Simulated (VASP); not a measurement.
# TaC (Fm-3m) in VASP: a series of runs, part 2 of 2

VASP 6.6.1. The steps go on from the part before.

## (4) Single point, PBE (volume scaled by 0.85)

Input file INCAR:

```
SYSTEM = TaC
  PREC = Accurate
  ENCUT = 600
  EDIFF = 1E-6
  ISMEAR = -1
  SIGMA = 0.05
  LREAL = .FALSE.
  LASPH = .TRUE.
  NELM = 120
  ALGO = Normal
  ISIF = 2
  LWAVE = .FALSE.
  LCHARG = .FALSE.
  GGA = PE
  NBANDS = 14
  GGA_COMPAT = .FALSE.
```

Input file KPOINTS:

```
Automatic mesh
0
G
  14 14 14
  0 0 0
```

Input file POSCAR:

```
TaC
1.0
    0.0000000000      2.1057772913      2.1057772913
    2.1057772913      0.0000000000      2.1057772913
    2.1057772913      2.1057772913      0.0000000000
Ta C
1 1
Direct
    0.0000000000      0.0000000000      0.0000000000
    0.5000000000      0.5000000000      0.5000000000
```

Potentials or basis: VASP PAW PBE potentials, release 64 (Ta_pv, C).

The run is started by

```
> cat potpaw_PBE.64/Ta_pv/POTCAR potpaw_PBE.64/C/POTCAR > POTCAR
> mpirun -np 1 vasp_std > vasp.out
```

OUTCAR:

```text
SYSTEM = TaC
   PREC = Accurate
   ENCUT = 600
   EDIFF = 1E-6
   ISMEAR = -1
   LREAL = .FALSE.
   LASPH = .TRUE.
   NELM = 120
   ISIF = 2
   GGA = PE

 ion  position               nearest neighbor table
   1  0.000  0.000  0.000-   2 2.11   2 2.11   2 2.11   2 2.11   2 2.11   2 2.11
   2  0.500  0.500  0.500-   1 2.11   1 2.11   1 2.11   1 2.11   1 2.11   1 2.11

  LATTYP: Found a face centered cubic cell.
 ALAT       =     4.2115545826

  Lattice vectors:

 A1 = (   0.0000000000,   2.1057772913,   2.1057772913)
 A2 = (   2.1057772913,   0.0000000000,   2.1057772913)
 A3 = (   2.1057772913,   2.1057772913,   0.0000000000)

Analysis of symmetry for initial positions (statically):
[... 33 lines left out ...]
                                     Primitive cell

  volume of cell :      18.6753

  direct lattice vectors                    reciprocal lattice vectors
     0.000000000  2.105777291  2.105777291    -0.237442013  0.237442013  0.237442013
     2.105777291  0.000000000  2.105777291     0.237442013 -0.237442013  0.237442013
     2.105777291  2.105777291  0.000000000     0.237442013  0.237442013 -0.237442013

  length of vectors
     2.978018805  2.978018805  2.978018805     0.411261631  0.411261631  0.411261631

  position of ions in fractional coordinates (direct lattice)
[... 133 lines left out ...]
 k-point     1 :       0.0000    0.0000    0.0000
  band No.  band energies     occupation
      1     -24.3403      2.00000
      2     -24.3403      2.00000
      3     -24.3403      2.00000
      4      -5.8039      2.00000
      5       8.5064      2.00000
      6       8.5064      2.00000
      7       8.5064      2.00000
      8       9.6050      2.00000
      9       9.6050      2.00000
     10       9.6050      2.00000
     11      11.0504      0.00000
     12      11.0504      0.00000
     13      18.9037      0.00000
     14      20.4173      0.00000
[... 377 lines left out ...]
      1     -25.0143      2.00000
      2     -24.5056      2.00000
      3     -24.4837      2.00000
      4      -3.5957      2.00000
      5       3.5478      2.00000
      6       5.5029      2.00000
      7       6.3308      2.00000
      8       8.7008      2.00000
      9      12.1122      0.00000
     10      13.0674      0.00000
     11      15.1036      0.00000
     12      18.0210      0.00000
     13      21.9641      0.00000
     14      23.8130      0.00000

 [... further k-points ...]
[... 5 lines left out ...]
  --------------------------------------------------------------------------------------
  -------------------------------------------------------------------------------------
  Total       10.2537050     10.2537050     10.2537050      0.0000000     -0.0000000     -0.0000000
  in kB      879.6787281    879.6787281    879.6787281      0.0000000     -0.0000000     -0.0000000
  external PRESSURE =     879.6787281 kB  Pullay stress =       0.0000000 kB

 VOLUME and BASIS-vectors are now :
 -----------------------------------------------------------------------------
  energy-cutoff  :      600.00
  volume of cell :       18.68
      direct lattice vectors                 reciprocal lattice vectors
     0.000000000  2.105777291  2.105777291    -0.237442013  0.237442013  0.237442013
     2.105777291  0.000000000  2.105777291     0.237442013 -0.237442013  0.237442013
     2.105777291  2.105777291  0.000000000     0.237442013  0.237442013 -0.237442013

 POSITION                                       TOTAL-FORCE (eV/Angst)
 -----------------------------------------------------------------------------------
      0.00000      0.00000      0.00000        -0.000000     -0.000000      0.000000
      2.10578      2.10578      2.10578         0.000000      0.000000     -0.000000
 -----------------------------------------------------------------------------------
    total drift:                                0.000000     -0.000000     -0.000000

  FREE ENERGIE OF THE ION-ELECTRON SYSTEM (eV)
  ---------------------------------------------------
  free  energy   TOTEN  =       -21.3133725374 eV

  energy  without entropy=      -21.3077861780  energy(sigma->0) =      -21.31057936
```

It took 27 s on 1 thread of Intel Xeon Platinum 8259CL at 2.50GHz (Skylake/Cascade Lake), shared host; peak memory 0.16 GiB.

Results:

| Property | Result |
| --- | --- |
| Free energy | -21.3134 eV |
| Pressure | 88.0 GPa |

Caveat: the cell differs from its parent crystal (volume scaled by 0.85); spin-orbit coupling is left out, which moves the levels of the heavy elements.

## (5) Single point, PBE

This run uses another cell than the first one, of 10.99 Å³/atom, 1.333 times its volume.

Input file INCAR:

```
SYSTEM = TaC
ALGO     = Normal         ! electronic algorithm
EDIFF    = 1E-6           ! SCF threshold, eV
ENCUT    = 600            ! plane-wave cutoff, eV
GGA      = PE             ! functional
GGA_COMPAT= .FALSE.      
ISIF     = 2              ! what is computed and relaxed
ISMEAR   = -1             ! smearing method
LASPH    = .TRUE.         ! aspherical terms in the spheres
LCHARG   = .TRUE.         ! write CHGCAR
LELF     = .TRUE.         ! ELF
LREAL    = .FALSE.        ! projectors in reciprocal space
LVHAR    = .TRUE.       
LWAVE    = .FALSE.        ! write WAVECAR
NBANDS   = 14             ! bands
NELM     = 120            ! most SCF steps
PREC     = Accurate       ! precision mode
SIGMA    = 0.05           ! smearing width, eV
```

Input file KPOINTS:

```
k-points
0
G
  14 14 14
  0 0 0
```

Input file POSCAR:

```
TaC
1.0
    0.0000000000      2.2230000000      2.2230000000
    2.2230000000      0.0000000000      2.2230000000
    2.2230000000      2.2230000000      0.0000000000
Ta C
1 1
Direct
    0.0000000000      0.0000000000      0.0000000000
    0.5000000000      0.5000000000      0.5000000000
```

Potentials or basis: VASP PAW PBE potentials, release 64 (Ta_pv, C).

The run is started by

```
> cat potpaw_PBE.64/Ta_pv/POTCAR potpaw_PBE.64/C/POTCAR > POTCAR
> mpirun -np 1 vasp_std > vasp.out
```

OUTCAR:

```text
SYSTEM = TaC
   EDIFF = 1E-6
   ENCUT = 600
   GGA = PE
   ISIF = 2
   ISMEAR = -1
   LASPH = .TRUE.
   LREAL = .FALSE.
   NELM = 120
   PREC = Accurate

 ion  position               nearest neighbor table
   1  0.000  0.000  0.000-   2 2.22   2 2.22   2 2.22   2 2.22   2 2.22   2 2.22
   2  0.500  0.500  0.500-   1 2.22   1 2.22   1 2.22   1 2.22   1 2.22   1 2.22

  LATTYP: Found a face centered cubic cell.
 ALAT       =     4.4460000000

  Lattice vectors:

 A1 = (   0.0000000000,   2.2230000000,   2.2230000000)
 A2 = (   2.2230000000,   0.0000000000,   2.2230000000)
 A3 = (   2.2230000000,   2.2230000000,   0.0000000000)

Analysis of symmetry for initial positions (statically):
[... 33 lines left out ...]
                                     Primitive cell

  volume of cell :      21.9709

  direct lattice vectors                    reciprocal lattice vectors
     0.000000000  2.223000000  2.223000000    -0.224921278  0.224921278  0.224921278
     2.223000000  0.000000000  2.223000000     0.224921278 -0.224921278  0.224921278
     2.223000000  2.223000000  0.000000000     0.224921278  0.224921278 -0.224921278

  length of vectors
     3.143796749  3.143796749  3.143796749     0.389575080  0.389575080  0.389575080

  position of ions in fractional coordinates (direct lattice)
     0.000000000  0.000000000  0.000000000
     0.500000000  0.500000000  0.500000000

  ion indices of the primitive-cell ions
   primitive index   ion index
                 1           1
                 2           2

----------------------------------------------------------------------------------------

 KPOINTS: k-points

Automatic generation of k-mesh.
 Grid dimensions read from file:
 generate k-points for:   14   14   14

 Generating k-lattice:

  Cartesian coordinates                     Fractional coordinates (reciprocal lattice)
    -0.016065806  0.016065806  0.016065806     0.071428571  0.000000000  0.000000000
     0.016065806 -0.016065806  0.016065806     0.000000000  0.071428571  0.000000000
     0.016065806  0.016065806 -0.016065806     0.000000000  0.000000000  0.071428571

  Length of vectors
     0.027826791  0.027826791  0.027826791

  Shift w.r.t. Gamma in fractional coordinates (k-lattice)
     0.000000000  0.000000000  0.000000000

 Subroutine IBZKPT returns following result:
 ===========================================

 Found    104 irreducible k-points:

 Following reciprocal coordinates:
            Coordinates               Weight
  0.000000  0.000000  0.000000      1.000000
  0.071429  0.000000  0.000000      8.000000
  0.142857  0.000000  0.000000      8.000000
  0.214286  0.000000  0.000000      8.000000
  0.285714  0.000000  0.000000      8.000000
  0.357143  0.000000  0.000000      8.000000
[... 16 lines left out ...]
  0.214286  0.142857  0.000000     24.000000
  0.285714  0.142857  0.000000     24.000000
 [... further k-points ...]
   k-points           NKPTS =    104   k-points in BZ     NKDIM =    104   number of bands    NBANDS=     14
   number of dos      NEDOS =    301   number of ions     NIONS =      2
   total plane-waves  NPLWV =  21952
   dimension x,y,z NGX =    28 NGY =   28 NGZ =   28
   dimension x,y,z NGXF=    56 NGYF=   56 NGZF=   56
   ions per type =               1   1
   NGX,Y,Z   is equivalent  to a cutoff of  14.81, 14.81, 14.81 a.u.
   NGXF,Y,Z  is equivalent  to a cutoff of  29.61, 29.61, 29.61 a.u.
 SYSTEM =  TaC
   PREC   = accura    normal or accurate (medium, high low for compatibility)
   ISTART =      0    job   : 0-new  1-cont  2-samecut
   ICHARG =      2    charge: 1-file 2-atom 10-const
   ISPIN  =      1    spin polarized calculation?
   LNONCOLLINEAR =      F non collinear calculations
   LSORBIT =      F    spin-orbit coupling
   LASPH  =      T    aspherical Exc in radial PAW
   ENCUT  =  600.0 eV  44.10 Ry    6.64 a.u.   6.28  6.28  6.28*2*pi/ulx,y,z
   NELM   =    120;   NELMIN=  2; NELMDL= -5     # of ELM steps
   EDIFF  = 0.1E-05   stopping-criterion for ELM
   LREAL  =      F    real-space projection
   EDIFFG = 0.1E-04   stopping-criterion for IOM
   NSW    =      0    number of steps for IOM
   IBRION =     -1    ionic relax: 0-MD 1-quasi-New 2-CG
   NFREE  =      0    steps in history (QN), initial steepest desc. (CG)
   ISIF   =      2    stress and relaxation
   ISYM   =      2    0-nonsym 1-usesym 2-fastsym
   POTIM  = 0.5000    time-step for ionic-motion
   TEBEG  =    0.0;   TEEND  =   0.0 temperature during run
   PSTRESS=    0.0 pullay stress
   NELECT =      15.0000    total number of electrons
   NUPDOWN=      -1.0000    fix difference up-down
   EMIN   =  10.00;   EMAX   =-10.00  energy-range for DOS
   EFERMI =   0.00;   METHOD = LEGACY
   ISMEAR =    -1;   SIGMA  =   0.05  broadening in eV -4-tet -1-fermi 0-gaus
   EFERMI_NEDOS =   21; number of points for ismear=-14 and -15
   IALGO  =     38    algorithm
   IMIX   =      4    mixing-type and parameters
     AMIX     =   0.40;   BMIX     =  1.00
     AMIX_MAG =   1.60;   BMIX_MAG =  1.00
  volume/ion in A,a.u.               =      10.99        74.13
  Fermi-wavevector in a.u.,A,eV,Ry     =   1.441526  2.724089 28.272865  2.077997
  Thomas-Fermi vector in A             =   2.560148
   LORBIT       =      0    0 simple, 1 ext, 2 COOP (PROOUT), +10 PAW based schemes
   GGA     = PE    functional components
   LHFCALC =     F    Hartree Fock is set to
   AEXX    =    0.0000 exact exchange contribution
   IVDW    =     0    specifies the selected vdW correction
   LEPSILON=     F    determine dielectric tensor
   LRPA    =     F    only Hartree local field effects (RPA)
 non-spin polarized calculation
  energy-cutoff  :      600.00
  volume of cell :       21.97
 maximum number of plane-waves:       754
 NGX is ok and might be reduce to    28
   NGX = 13   NGY = 13   NGZ = 13

 number of electron      14.9999999 magnetization

 Free energy of the ion-electron system (eV)
  ---------------------------------------------------
  ext. energy  EPLUGINS =         0.00000000
  ---------------------------------------------------
  free energy    TOTEN  =       -22.19111734 eV

  energy without entropy =      -22.18420052  energy(sigma->0) =      -22.18765893

 E-fermi :   8.5314     XC(G=0): -13.2354

 val. band max:        8.5139378703   @ k =   0.2143   0.0000   0.0000
 cond. band min:       8.5367750996   @ k =  -0.2143   0.1429   0.0000
 fundamental gap:      0.0228372293
 Fermi energy:         8.5314216072

 k-point     1 :       0.0000    0.0000    0.0000
  band No.  band energies     occupation
      1     -26.5842      2.00000
      2     -26.5842      2.00000
      3     -26.5842      2.00000
      4      -6.4075      2.00000
      5       7.1173      2.00000
      6       7.1173      2.00000
      7       7.1173      2.00000
      8       7.9683      1.99997
      9       7.9683      1.99997
     10       7.9683      1.99997
     11       9.1240      0.00001
     12       9.1240      0.00001
     13      15.1045      0.00000
     14      18.5164      0.00000

 k-point     2 :       0.0714    0.0000    0.0000
  band No.  band energies     occupation
      1     -26.6228      2.00000
      2     -26.5881      2.00000
      3     -26.5881      2.00000
      4      -6.2619      2.00000
      5       6.3728      2.00000
      6       6.7493      2.00000
      7       6.7493      2.00000
      8       7.6026      2.00000
      9       7.6026      2.00000
     10       8.4074      1.84548
     11      10.1469      0.00000
     12      10.1469      0.00000
     13      15.3850      0.00000
     14      18.8849      0.00000
[... 343 lines left out ...]
      1     -26.8158      2.00000
      2     -26.6558      2.00000
      3     -26.6479      2.00000
      4      -5.2521      2.00000
      5       3.4574      2.00000
      6       5.2984      2.00000
      7       5.8040      2.00000
      8       6.6958      2.00000
      9       9.4903      0.00000
     10      10.3891      0.00000
     11      11.0900      0.00000
     12      13.4554      0.00000
     13      17.7169      0.00000
     14      21.3409      0.00000

 k-point    24 :       0.2857    0.1429    0.0000
  band No.  band energies     occupation
      1     -26.9495      2.00000
      2     -26.6772      2.00000
      3     -26.6652      2.00000
      4      -4.6373      2.00000
      5       2.6548      2.00000
      6       4.4162      2.00000
      7       5.1116      2.00000
      8       7.2379      2.00000
      9      10.0020      0.00000
     10      10.8161      0.00000
     11      12.5190      0.00000
     12      14.7077      0.00000
     13      18.4151      0.00000
     14      21.4722      0.00000

 [... further k-points ...]
[... 5 lines left out ...]
  --------------------------------------------------------------------------------------
  -------------------------------------------------------------------------------------
  Total        1.0134463      1.0134463      1.0134463      0.0000000      0.0000000      0.0000000
  in kB       73.9031467     73.9031467     73.9031467      0.0000000      0.0000000      0.0000000
  external PRESSURE =      73.9031467 kB  Pullay stress =       0.0000000 kB

 VOLUME and BASIS-vectors are now :
 -----------------------------------------------------------------------------
  energy-cutoff  :      600.00
  volume of cell :       21.97
      direct lattice vectors                 reciprocal lattice vectors
     0.000000000  2.223000000  2.223000000    -0.224921278  0.224921278  0.224921278
     2.223000000  0.000000000  2.223000000     0.224921278 -0.224921278  0.224921278
     2.223000000  2.223000000  0.000000000     0.224921278  0.224921278 -0.224921278

 POSITION                                       TOTAL-FORCE (eV/Angst)
 -----------------------------------------------------------------------------------
      0.00000      0.00000      0.00000        -0.000000      0.000000      0.000000
      2.22300      2.22300      2.22300         0.000000     -0.000000     -0.000000
 -----------------------------------------------------------------------------------
    total drift:                                0.000000      0.000000      0.000000

  FREE ENERGIE OF THE ION-ELECTRON SYSTEM (eV)
  ---------------------------------------------------
  free  energy   TOTEN  =       -22.1911173404 eV

  energy  without entropy=      -22.1842005155  energy(sigma->0) =      -22.18765893
```

Wall time 58 s (1 thread of Intel Xeon Platinum 8259CL at 2.50GHz (Skylake/Cascade Lake), shared host); peak memory 0.19 GiB.

Results:

```yaml
Free_energy: -22.1911 eV
Pressure: 7.4 GPa
```

Caveat: spin-orbit coupling is left out, which moves the levels of the heavy elements.

## (6) The runs side by side

| cell | gap on the mesh (eV) | pressure (GPa) |
| --- | --- | --- |
| a = 2.856 Å, angles 60.0°, 2 atoms | none | 191.3 |
| a = 2.918 Å, angles 60.0°, 2 atoms | none | 132.6 |
| a = 2.978 Å, angles 60.0°, 2 atoms | none | 88.0 |
| a = 3.144 Å, angles 60.0°, 2 atoms | none | 7.4 |

Alike in all rows: task single point; level PBE; potentials or basis VASP PAW PBE potentials, release 64 (Ta_pv, C); no spin polarisation; k mesh 14 × 14 × 14; cutoff (eV) 600; smearing fermi-dirac 0.05 eV.

Caveats: spin-orbit coupling is left out, which moves the levels of the heavy elements.

Absolute energies hang on the potentials; compare differences alone.
